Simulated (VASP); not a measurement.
A run of VASP 6.6.1:

The input INCAR:

```
SYSTEM = Ti
PREC = Accurate
ENCUT = 520
EDIFF = 1E-6
ISMEAR = -1
SIGMA = 0.05
LREAL = .False.
LASPH = .True.
NELM = 60
ALGO = Normal
ISIF = 2
LWAVE = .False.
LCHARG = .False.
GGA = PE
NBANDS = 12
```

The input KPOINTS:

```
regular mesh
0
Gamma
  14 14 14
  0 0 0
```

The input POSCAR:

```
Ti
1.0
   -1.6272094320      1.6272094320      1.6272094320
    1.6272094320     -1.6272094320      1.6272094320
    1.6272094320      1.6272094320     -1.6272094320
Ti
1
Direct
    0.0000000000      0.0000000000      0.0000000000
```

Potentials or basis: VASP PAW PBE potentials, release 64 (Ti_sv).

Launch:

```bash
$ cat potpaw_PBE.64/Ti_sv/POTCAR > POTCAR
$ mpirun -np 1 vasp_std > vasp.out
```

Hardware: 1 thread of Intel(R) Xeon(R) 6975P-C (Granite Rapids) (shared host).

How long does it take, and how much memory?

It took 6.4 s on 1 thread of Intel(R) Xeon(R) 6975P-C (Granite Rapids) (shared host), peak memory 0.15 GiB. Counts: scf iterations 12, k points 104.
